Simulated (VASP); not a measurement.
# Al (P6_3/mmc) in VASP: notebook

The runs below take Al through single point, relaxation of cell and atoms, with PBEsol, BLYP+D3(BJ), PBEsol+D3(BJ).

All numbers are computed with VASP 6.6.1; they aren't measurements. Logs are shortened: lines on timing, memory, paths and dates and some standing lists are left out, and cuts for length are marked.

### 1 The cell of the first run

The structure is hexagonal, space group P6_3/mmc (No. 194). The conventional cell has a = 2.847 Å, b = 2.847 Å, c = 4.634 Å, α = 90.00°, β = 90.00°, γ = 120.00°. Al (site symmetry -6m2) has 12 Al at 2.84 to 2.85 Å within 3.7 Å.

### 2 Single point, PBEsol

Contents of INCAR:

```
SYSTEM = Al
ALGO = Normal ; EDIFF = 1E-6
ENCUT = 520 ; GGA = PS
ISIF = 2 ; ISMEAR = 1
LASPH = .True. ; LCHARG = .False.
LREAL = .False. ; LWAVE = .False.
NBANDS = 10 ; NELM = 60
PREC = Accurate ; SIGMA = 0.1
```

Contents of KPOINTS:

```
k-points
0
Gamma
  13 13 7
  0 0 0
```

Contents of POSCAR:

```
Al
1.0
    2.8474849323      0.0000002923      0.0000000000
   -1.4237427193      2.4659941421      0.0000000000
    0.0000000000      0.0000000000      4.6337066081
Al
2
Direct
    0.6666666667      0.3333333333      0.7500000000
    0.3333333333      0.6666666667      0.2500000000
```

Potentials or basis: VASP PAW PBE potentials, release 64 (Al).

Launch:

```bash
> cat potpaw_PBE.64/Al/POTCAR > POTCAR
> mpirun -np 1 vasp_std > vasp.out
```

OUTCAR:

```text
SYSTEM = Al
   EDIFF = 1E-6
   ENCUT = 520
   GGA = PS
   ISIF = 2
   ISMEAR = 1
   LASPH = .True.
   LREAL = .False.
   NELM = 60
   PREC = Accurate

 ion  position               nearest neighbor table
   1  0.667  0.333  0.750-   2 2.84   2 2.84   2 2.84   2 2.84   2 2.84   2 2.84
   2  0.333  0.667  0.250-   1 2.84   1 2.84   1 2.84   1 2.84   1 2.84   1 2.84

  LATTYP: Found a hexagonal cell.
 ALAT       =     2.8474849323
 C/A-ratio  =     1.6272980255

  Lattice vectors:

 A1 = (   2.8474849323,   0.0000002923,   0.0000000000)
 A2 = (  -1.4237427193,   2.4659941421,   0.0000000000)
 A3 = (   0.0000000000,   0.0000000000,   4.6337066081)

Analysis of symmetry for initial positions (statically):
=====================================================================
 Subroutine PRICEL returns:
 Original cell was already a primitive cell.

 Routine SETGRP: Setting up the symmetry group for a
 hexagonal supercell.

 Subroutine GETGRP returns: Found 24 space group operations
 (whereof 12 operations were pure point group operations)
 out of a pool of 24 trial point group operations.

The static configuration has the point symmetry D_3d.
 The point group associated with its full space group is D_6h.

Analysis of symmetry for dynamics (positions and initial velocities):
=====================================================================
 Subroutine PRICEL returns:
 Original cell was already a primitive cell.

 Routine SETGRP: Setting up the symmetry group for a
 hexagonal supercell.

 Subroutine GETGRP returns: Found 24 space group operations
 (whereof 12 operations were pure point group operations)
 out of a pool of 24 trial point group operations.

The dynamic configuration has the point symmetry D_3d.
 The point group associated with its full space group is D_6h.

 Subroutine INISYM returns: Found 24 space group operations
 (whereof 12 operations are pure point group operations),
 and found     1 'primitive' translations

----------------------------------------------------------------------------------------

                                     Primitive cell

  volume of cell :      32.5373

  direct lattice vectors                    reciprocal lattice vectors
     2.847484932  0.000000292  0.000000000     0.351187088  0.202758008  0.000000000
    -1.423742719  2.465994142  0.000000000    -0.000000042  0.405515943  0.000000000
     0.000000000  0.000000000  4.633706608     0.000000000  0.000000000  0.215809952

  length of vectors
     2.847484932  2.847484932  4.633706608     0.405515943  0.405515943  0.215809952

  position of ions in fractional coordinates (direct lattice)
     0.666666667  0.333333333  0.750000000
     0.333333333  0.666666667  0.250000000

  ion indices of the primitive-cell ions
   primitive index   ion index
                 1           1
                 2           2

----------------------------------------------------------------------------------------

 KPOINTS: k-points

Automatic generation of k-mesh.
 Grid dimensions read from file:
 generate k-points for:   13   13    7

 Generating k-lattice:

  Cartesian coordinates                     Fractional coordinates (reciprocal lattice)
     0.027014391  0.015596770  0.000000000     0.076923077  0.000000000  0.000000000
    -0.000000003  0.031193534  0.000000000     0.000000000  0.076923077  0.000000000
     0.000000000  0.000000000  0.030829993     0.000000000  0.000000000  0.142857143

  Length of vectors
     0.031193534  0.031193534  0.030829993

  Shift w.r.t. Gamma in fractional coordinates (k-lattice)
     0.000000000  0.000000000  0.000000000

 Subroutine IBZKPT returns following result:
 ===========================================

 Found     84 irreducible k-points:

 Following reciprocal coordinates:
            Coordinates               Weight
  0.000000  0.000000  0.000000      1.000000
  0.076923 -0.000000  0.000000      6.000000
  0.153846 -0.000000  0.000000      6.000000
  0.230769  0.000000  0.000000      6.000000
  0.307692 -0.000000  0.000000      6.000000
  0.384615 -0.000000  0.000000      6.000000
[... 16 lines left out ...]
  0.076923 -0.000000  0.142857     12.000000
  0.153846 -0.000000  0.142857     12.000000
 [... further k-points ...]
   k-points           NKPTS =     84   k-points in BZ     NKDIM =     84   number of bands    NBANDS=     10
   number of dos      NEDOS =    301   number of ions     NIONS =      2
   total plane-waves  NPLWV =  20736
   dimension x,y,z NGX =    24 NGY =   24 NGZ =   36
   dimension x,y,z NGXF=    48 NGYF=   48 NGZF=   72
   ions per type =               2
   NGX,Y,Z   is equivalent  to a cutoff of  14.01, 14.01, 12.92 a.u.
   NGXF,Y,Z  is equivalent  to a cutoff of  28.02, 28.02, 25.83 a.u.
 SYSTEM =  Al
   PREC   = accura    normal or accurate (medium, high low for compatibility)
   ISTART =      0    job   : 0-new  1-cont  2-samecut
   ICHARG =      2    charge: 1-file 2-atom 10-const
   ISPIN  =      1    spin polarized calculation?
   LNONCOLLINEAR =      F non collinear calculations
   LSORBIT =      F    spin-orbit coupling
   LASPH  =      T    aspherical Exc in radial PAW
   ENCUT  =  520.0 eV  38.22 Ry    6.18 a.u.   5.29  5.29  8.62*2*pi/ulx,y,z
   NELM   =     60;   NELMIN=  2; NELMDL= -5     # of ELM steps
   EDIFF  = 0.1E-05   stopping-criterion for ELM
   LREAL  =      F    real-space projection
   EDIFFG = 0.1E-04   stopping-criterion for IOM
   NSW    =      0    number of steps for IOM
   IBRION =     -1    ionic relax: 0-MD 1-quasi-New 2-CG
   NFREE  =      0    steps in history (QN), initial steepest desc. (CG)
   ISIF   =      2    stress and relaxation
   ISYM   =      2    0-nonsym 1-usesym 2-fastsym
   POTIM  = 0.5000    time-step for ionic-motion
   TEBEG  =    0.0;   TEEND  =   0.0 temperature during run
   PSTRESS=    0.0 pullay stress
   NELECT =       6.0000    total number of electrons
   NUPDOWN=      -1.0000    fix difference up-down
   EMIN   =  10.00;   EMAX   =-10.00  energy-range for DOS
   EFERMI =   0.00;   METHOD = LEGACY
   ISMEAR =     1;   SIGMA  =   0.10  broadening in eV -4-tet -1-fermi 0-gaus
   EFERMI_NEDOS =   21; number of points for ismear=-14 and -15
   IALGO  =     38    algorithm
   IMIX   =      4    mixing-type and parameters
     AMIX     =   0.40;   BMIX     =  1.00
     AMIX_MAG =   1.60;   BMIX_MAG =  1.00
  volume/ion in A,a.u.               =      16.27       109.79
  Fermi-wavevector in a.u.,A,eV,Ry     =   0.931818  1.760881 11.813739  0.868285
  Thomas-Fermi vector in A             =   2.058351
   LORBIT       =      0    0 simple, 1 ext, 2 COOP (PROOUT), +10 PAW based schemes
   GGA     = PS    functional components
   LHFCALC =     F    Hartree Fock is set to
   AEXX    =    0.0000 exact exchange contribution
   IVDW    =     0    specifies the selected vdW correction
   LEPSILON=     F    determine dielectric tensor
   LRPA    =     F    only Hartree local field effects (RPA)
 non-spin polarized calculation
 Methfessel and Paxton  Order N= 1 SIGMA  =   0.10
  energy-cutoff  :      520.00
  volume of cell :       32.54
 maximum number of plane-waves:       889
 NGX is ok and might be reduce to    24
   NGX = 11   NGY = 11   NGZ = 17

 number of electron       6.0000000 magnetization

 Free energy of the ion-electron system (eV)
  ---------------------------------------------------
  ext. energy  EPLUGINS =         0.00000000
  ---------------------------------------------------
  free energy    TOTEN  =        -8.12386285 eV

  energy without entropy =       -8.12392126  energy(sigma->0) =       -8.12388232

 E-fermi :   8.1275     XC(G=0): -10.3097

 val. band max:        8.0035510659   @ k =   0.2308   0.2308   0.1429
 cond. band min:       8.1281292666   @ k =   0.3846   0.0769   0.0000
 fundamental gap:      0.1245782006
 Fermi energy:         8.1274937779

 k-point     1 :       0.0000    0.0000    0.0000
  band No.  band energies     occupation
      1      -3.1326      2.00000
      2       3.4667      2.00000
      3       3.7438      2.00000
      4      18.7089      0.00000
      5      18.7089      0.00000
      6      19.0924      0.00000
      7      19.0924      0.00000
      8      20.2924      0.00000
      9      22.1840      0.00000
     10      22.6734      0.00000

 k-point     2 :       0.0769   -0.0000    0.0000
  band No.  band energies     occupation
      1      -2.9887      2.00000
      2       3.6000      2.00000
      3       3.8841      2.00000
      4      16.3610      0.00000
      5      17.4085      0.00000
      6      18.7094      0.00000
      7      20.6363      0.00000
      8      21.1622      0.00000
      9      22.0340      0.00000
     10      22.3744      0.00000

 k-point     3 :       0.1538   -0.0000    0.0000
  band No.  band energies     occupation
      1      -2.5580      2.00000
      2       3.9998      2.00000
      3       4.3019      2.00000
      4      13.4924      0.00000
      5      16.1828      0.00000
      6      17.5063      0.00000
      7      19.4834      0.00000
      8      19.7346      0.00000
      9      21.7831      0.00000
     10      22.2554      0.00000

 k-point     4 :       0.2308    0.0000    0.0000
  band No.  band energies     occupation
      1      -1.8431      2.00000
      2       4.6659      2.00000
      3       4.9837      2.00000
      4      10.7689      0.00000
      5      15.2023      0.00000
      6      16.0898      0.00000
      7      16.8176      0.00000
      8      17.7987      0.00000
      9      20.9524      0.00000
     10      21.2239      0.00000
[... 222 lines left out ...]
 k-point    22 :       0.0000    0.0000    0.1429
  band No.  band energies     occupation
      1      -2.9919      2.00000
      2       1.8421      2.00000
      3       5.6149      2.00000
      4      18.5986      0.00000
      5      18.8179      0.00000
      6      18.8179      0.00000
      7      19.2126      0.00000
      8      19.2126      0.00000
      9      22.2942      0.00000
     10      22.8280      0.00000

 k-point    23 :       0.0769   -0.0000    0.1429
  band No.  band energies     occupation
      1      -2.8482      2.00000
      2       1.9806      2.00000
      3       5.7493      2.00000
      4      16.4579      0.00000
      5      17.5261      0.00000
      6      18.4083      0.00000
      7      19.5356      0.00000
      8      20.7135      0.00000
      9      20.9084      0.00000
     10      21.7336      0.00000

 k-point    24 :       0.1538   -0.0000    0.1429
  band No.  band energies     occupation
      1      -2.4179      2.00000
      2       2.3952      2.00000
      3       6.1497      2.00000
      4      13.6114      0.00000
      5      16.3019      0.00000
      6      17.3620      0.00000
      7      18.2005      0.00000
      8      19.8568      0.00000
      9      20.4670      0.00000
     10      21.2655      0.00000

 [... further k-points ...]
[... 5 lines left out ...]
  --------------------------------------------------------------------------------------
  -------------------------------------------------------------------------------------
  Total        0.0232138      0.0232138      0.0339721     -0.0000000      0.0000000      0.0000000
  in kB        1.1430750      1.1430750      1.6728248     -0.0000000      0.0000000      0.0000000
  external PRESSURE =       1.3196583 kB  Pullay stress =       0.0000000 kB

 VOLUME and BASIS-vectors are now :
 -----------------------------------------------------------------------------
  energy-cutoff  :      520.00
  volume of cell :       32.54
      direct lattice vectors                 reciprocal lattice vectors
     2.847484932  0.000000292  0.000000000     0.351187088  0.202758008  0.000000000
    -1.423742719  2.465994142  0.000000000    -0.000000042  0.405515943  0.000000000
     0.000000000  0.000000000  4.633706608     0.000000000  0.000000000  0.215809952

 POSITION                                       TOTAL-FORCE (eV/Angst)
 -----------------------------------------------------------------------------------
      1.42374      0.82200      3.47528         0.000000     -0.000000      0.000000
     -0.00000      1.64400      1.15843        -0.000000      0.000000      0.000000
 -----------------------------------------------------------------------------------
    total drift:                               -0.000000      0.000000     -0.000000

  FREE ENERGIE OF THE ION-ELECTRON SYSTEM (eV)
  ---------------------------------------------------
  free  energy   TOTEN  =        -8.1238628483 eV

  energy  without entropy=       -8.1239212625  energy(sigma->0) =       -8.12388232
```

It took 12 s on 1 thread of Intel Xeon Platinum 8259CL at 2.50GHz (Skylake/Cascade Lake), shared host; peak memory 0.15 GiB.

Results:

```
Free energy            : -8.1239 eV
Pressure               : 0.1 GPa
Band gap on the k mesh : zero (band 3 reaches 11.45 eV, above the bottom of band 4 at 5.28 eV)
```

Caveat: the PAW data sets were made with another functional, which shifts forces and pressure a little.

### 3 Relaxation of cell and atoms, BLYP+D3(BJ)

This run uses another cell than the first one, of 16.67 Å³/atom, 1.025 times its volume.

Contents of INCAR:

```
AGGAC = 1.0
AGGAX = 1.0
ALDAC = 0.0
ALDAX = 1.0
ALGO = Normal
EDIFF = 1E-6
EDIFFG = -0.03
ENCUT = 600
GGA = B5
IBRION = 2
ISIF = 3
ISMEAR = 1
IVDW = 12
LASPH = T
LCHARG = F
LREAL = F
LWAVE = F
NELM = 80
NSW = 80
PREC = Accurate
SIGMA = 0.1
VDW_A1 = 0.4298
VDW_A2 = 4.2359
VDW_S6 = 1.0
VDW_S8 = 2.6996
```

Contents of KPOINTS:

```
k-points
0
Gamma
  13 13 7
```

Contents of POSCAR:

```
Al
1.0
    2.8124550000      0.0000000000      0.0000000000
   -1.4062280000      2.4356580000      0.0000000000
    0.0000000000      0.0000000000      4.8668500000
Al
2
Direct
    0.6666666667      0.3333333333      0.7500000000
    0.3333333333      0.6666666667      0.2500000000
```

Potentials or basis: VASP PAW PBE potentials, release 64 (Al).

Launch:

```bash
> cat potpaw_PBE.64/Al/POTCAR > POTCAR
> mpirun -np 1 vasp_std > vasp.out
```

It took 47 s on 1 thread of Intel Xeon Platinum 8259CL at 2.50GHz (Skylake/Cascade Lake), shared host; peak memory 0.17 GiB.

Results (log left out):

| Property | Result |
| --- | --- |
| Free energy | -6.8904 eV |
| Relaxed volume | 15.64 Å³/atom |
| Relaxed cell | a = 2.792 Å, b = 2.792 Å, c = 4.631 Å, α = 90.00°, β = 90.00°, γ = 120.00° |
| Space group after relaxing (to 0.05 Å) | P6_3/mmc (No. 194) |
| Energy gained by relaxing | 16.3 meV/atom |
| Ionic steps | 5 |
| Pressure after relaxing | 0.1 GPa |
| Band gap on the k mesh | zero (band 3 reaches 12.27 eV, above the bottom of band 4 at 6.20 eV) |
| Dispersion energy per atom | -0.820 eV |

Stress tensor (GPa, compression positive):
```
0.08 0.00 0.00
0.00 0.08 0.00
0.00 0.00 0.17
```

The path:
| step | energy change (eV) | largest force (eV/Å) | pressure (GPa) | volume (Å³) |
| --- | --- | --- | --- | --- |
| 1 | 0.0000 | 0.0000 | -3.78 | 33.34 |
| 2 | -0.0252 | 0.0000 | -0.10 | 31.48 |
| 3 | -0.0253 | 0.0000 | 0.11 | 31.38 |
| 4 | -0.0276 | 0.0000 | 0.10 | 31.36 |
| 5 | -0.0325 | 0.0000 | 0.11 | 31.27 |

Final structure:
```
Al
1.0
     2.79219    0.00000    0.00000
    -1.39609    2.41811    0.00000
     0.00000    0.00000    4.63140
Al
2
Cartesian
  1.3961 0.8060 3.4735
  0.0000 1.6121 1.1578
```

Levels at points of the mesh, in eV from the Fermi level:
| k point | band 1 | band 2 | band 3 | band 4 | band 5 | band 6 |
| --- | --- | --- | --- | --- | --- | --- |
| (0.00, 0.00, 0.00) | -11.47 | -4.79 | -4.70 | 11.18 | 11.18 | 11.51 |

Caveat: the PAW data sets were made with another functional, which shifts forces and pressure a little; pairwise dispersion overbinds metals, which lowers pressure and volume.

[end of part 1 of 2]
